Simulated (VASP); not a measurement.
# Ir (Fm-3m) in VASP: single point with PBE

Aim: the single point of Ir with PBE.

All numbers are computed with VASP 6.6.1; they aren't measurements. Logs are shortened: lines on timing, memory, paths and dates and some standing lists are left out, and cuts for length are marked.

**1. The cell of the first run**

Symmetry: Fm-3m, No. 225, cubic system. Conventional cell: a = 3.831 Å, b = 3.831 Å, c = 3.831 Å, α = 90.00°, β = 90.00°, γ = 90.00°. Within 3.6 Å of Ir (site symmetry m-3m) lie 12 Ir at 2.71 Å.

**2. Single point, PBE**

File INCAR:

```
PREC = Accurate
ENCUT = 520
EDIFF = 1E-6
ISMEAR = -1
SIGMA = 0.025
LREAL = F
LASPH = T
NELM = 80
ALGO = Fast
ISIF = 2
LWAVE = F
LCHARG = T
GGA = PE
LELF = T
LVHAR = T
NBANDS = 10
```

File KPOINTS:

```
regular mesh
0
Gamma
  16 16 16
```

File POSCAR:

```
Ir
1.0
    0.0000000000      1.9156000000      1.9156000000
    1.9156000000      0.0000000000      1.9156000000
    1.9156000000      1.9156000000      0.0000000000
Ir
1
Direct
    0.0000000000      0.0000000000      0.0000000000
```

Potentials or basis: VASP PAW PBE potentials, release 64 (Ir).

Command:

```console
$ cat potpaw_PBE.64/Ir/POTCAR > POTCAR
$ mpirun -np 1 vasp_std > vasp.out
```

OUTCAR:

```text
PREC = Accurate
   ENCUT = 520
   EDIFF = 1E-6
   ISMEAR = -1
   LREAL = F
   LASPH = T
   NELM = 80
   ISIF = 2
   GGA = PE

 ion  position               nearest neighbor table
   1  0.000  0.000  0.000-

  LATTYP: Found a face centered cubic cell.
 ALAT       =     3.8312000000

  Lattice vectors:

 A1 = (   0.0000000000,   1.9156000000,   1.9156000000)
 A2 = (   1.9156000000,   0.0000000000,   1.9156000000)
 A3 = (   1.9156000000,   1.9156000000,   0.0000000000)

Analysis of symmetry for initial positions (statically):
=====================================================================
 Subroutine PRICEL returns:
 Original cell was already a primitive cell.

 Routine SETGRP: Setting up the symmetry group for a
 face centered cubic supercell.

 Subroutine GETGRP returns: Found 48 space group operations
 (whereof 48 operations were pure point group operations)
 out of a pool of 48 trial point group operations.

The static configuration has the point symmetry O_h .

Analysis of symmetry for dynamics (positions and initial velocities):
=====================================================================
 Subroutine PRICEL returns:
 Original cell was already a primitive cell.

 Routine SETGRP: Setting up the symmetry group for a
 face centered cubic supercell.

 Subroutine GETGRP returns: Found 48 space group operations
 (whereof 48 operations were pure point group operations)
 out of a pool of 48 trial point group operations.

The dynamic configuration has the point symmetry O_h .

 Subroutine INISYM returns: Found 48 space group operations
 (whereof 48 operations are pure point group operations),
 and found     1 'primitive' translations

----------------------------------------------------------------------------------------

                                     Primitive cell

  volume of cell :      14.0587

  direct lattice vectors                    reciprocal lattice vectors
     0.000000000  1.915600000  1.915600000    -0.261014826  0.261014826  0.261014826
     1.915600000  0.000000000  1.915600000     0.261014826 -0.261014826  0.261014826
     1.915600000  1.915600000  0.000000000     0.261014826  0.261014826 -0.261014826

  length of vectors
     2.709067500  2.709067500  2.709067500     0.452090940  0.452090940  0.452090940
[... 79 lines left out ...]
   EDIFF  = 0.1E-05   stopping-criterion for ELM
   LREAL  =      F    real-space projection
   EDIFFG = 0.1E-04   stopping-criterion for IOM
   NSW    =      0    number of steps for IOM
   IBRION =     -1    ionic relax: 0-MD 1-quasi-New 2-CG
   NFREE  =      0    steps in history (QN), initial steepest desc. (CG)
   ISIF   =      2    stress and relaxation
   ISYM   =      2    0-nonsym 1-usesym 2-fastsym
   POTIM  = 0.5000    time-step for ionic-motion
   TEBEG  =    0.0;   TEEND  =   0.0 temperature during run
   PSTRESS=    0.0 pullay stress
   NELECT =       9.0000    total number of electrons
   NUPDOWN=      -1.0000    fix difference up-down
   EMIN   =  10.00;   EMAX   =-10.00  energy-range for DOS
   EFERMI =   0.00;   METHOD = LEGACY
   ISMEAR =    -1;   SIGMA  =   0.03  broadening in eV -4-tet -1-fermi 0-gaus
   EFERMI_NEDOS =   21; number of points for ismear=-14 and -15
   IALGO  =     68    algorithm
   IMIX   =      4    mixing-type and parameters
     AMIX     =   0.40;   BMIX     =  1.00
     AMIX_MAG =   1.60;   BMIX_MAG =  1.00
  volume/ion in A,a.u.               =      14.06        94.87
  Fermi-wavevector in a.u.,A,eV,Ry     =   1.410937  2.666284 27.085691  1.990742
  Thomas-Fermi vector in A             =   2.532839
   LORBIT       =      0    0 simple, 1 ext, 2 COOP (PROOUT), +10 PAW based schemes
   GGA     = PE    functional components
   LHFCALC =     F    Hartree Fock is set to
   AEXX    =    0.0000 exact exchange contribution
   IVDW    =     0    specifies the selected vdW correction
   LEPSILON=     F    determine dielectric tensor
   LRPA    =     F    only Hartree local field effects (RPA)
 non-spin polarized calculation
 RMM-DIIS sequential band-by-band and
  energy-cutoff  :      520.00
  volume of cell :       14.06
 maximum number of plane-waves:       391
   NGX =  9   NGY =  9   NGZ =  9

 number of electron       9.0000000 magnetization

 Free energy of the ion-electron system (eV)
  ---------------------------------------------------
  ext. energy  EPLUGINS =         0.00000000
  ---------------------------------------------------
  free energy    TOTEN  =        -8.82438585 eV

  energy without entropy =       -8.82165397  energy(sigma->0) =       -8.82301991

 E-fermi :  10.5111     XC(G=0): -14.0242

 val. band max:       10.5099823223   @ k =   0.3125   0.2500   0.0625
 cond. band min:      10.5154634649   @ k =   0.3750   0.0625   0.0000
 fundamental gap:      0.0054811426
 Fermi energy:        10.5111242714

 k-point     1 :       0.0000    0.0000    0.0000
  band No.  band energies     occupation
      1      -0.6719      2.00000
      2       6.5985      2.00000
      3       6.5985      2.00000
      4       6.5985      2.00000
      5       9.3165      2.00000
      6       9.3165      2.00000
      7      24.8261      0.00000
      8      30.4520      0.00000
      9      30.4520      0.00000
     10      30.4520      0.00000
[... 287 lines left out ...]
 k-point    24 :      -0.0625    0.0625    0.0000
  band No.  band energies     occupation
      1      -0.2119      2.00000
      2       6.3350      2.00000
      3       6.7805      2.00000
      4       6.8337      2.00000
      5       9.0558      2.00000
      6       9.3424      2.00000
      7      25.6104      0.00000
      8      28.7172      0.00000
      9      30.6332      0.00000
     10      31.4807      0.00000

 [... further k-points ...]

------------------------ aborting loop because EDIFF is reached ----------------------------------------

  FORCE on cell =-STRESS in cart. coord.  units (eV):
  Direction    XX          YY          ZZ          XY          YZ          ZX
  --------------------------------------------------------------------------------------
  -------------------------------------------------------------------------------------
  Total        1.0830327      1.0830327      1.0830327     -0.0000000     -0.0000000      0.0000000
  in kB      123.4262933    123.4262933    123.4262933     -0.0000000     -0.0000000      0.0000000
  external PRESSURE =     123.4262933 kB  Pullay stress =       0.0000000 kB

 VOLUME and BASIS-vectors are now :
 -----------------------------------------------------------------------------
  energy-cutoff  :      520.00
  volume of cell :       14.06
      direct lattice vectors                 reciprocal lattice vectors
     0.000000000  1.915600000  1.915600000    -0.261014826  0.261014826  0.261014826
     1.915600000  0.000000000  1.915600000     0.261014826 -0.261014826  0.261014826
     1.915600000  1.915600000  0.000000000     0.261014826  0.261014826 -0.261014826

 POSITION                                       TOTAL-FORCE (eV/Angst)
 -----------------------------------------------------------------------------------
      0.00000      0.00000      0.00000         0.000000      0.000000     -0.000000
 -----------------------------------------------------------------------------------
    total drift:                                0.000000      0.000000      0.000000

  FREE ENERGIE OF THE ION-ELECTRON SYSTEM (eV)
  ---------------------------------------------------
  free  energy   TOTEN  =        -8.8243858516 eV

  energy  without entropy=       -8.8216539728  energy(sigma->0) =       -8.82301991
```

stdout:

```text
POSCAR found type information on POSCAR Ir
 POSCAR found :  1 types and       1 ions
 scaLAPACK will be used
 LDA part: xc-table for (Slater+PW92), standard interpolation
 POSCAR, INCAR and KPOINTS ok, starting setup
 FFT: planning ... GRIDC
 FFT: planning ... GRID_SOFT
 FFT: planning ... GRID
 WAVECAR not read
 entering main loop
```

It took 9 s on 1 thread of Intel Xeon 6975P-C (Granite Rapids), shared host; peak memory 0.14 GiB.

Results:

```yaml
Free_energy: -8.8244 eV
Pressure: 12.3 GPa
```

Levels at points of the mesh, in eV from the Fermi level:
```csv
k point,band 2,band 3,band 4,band 5,band 6,band 7
"(0.00, 0.00, 0.00)",-3.91,-3.91,-3.91,-1.19,-1.19,14.31
"(0.50, 0.00, 0.00)",-4.02,-4.02,-0.77,0.92,0.92,7.34
"(0.50, 0.50, 0.00)",-7.40,0.89,1.51,1.51,1.70,10.61
```

Caveat: spin-orbit coupling is left out, which moves the levels of the heavy elements.
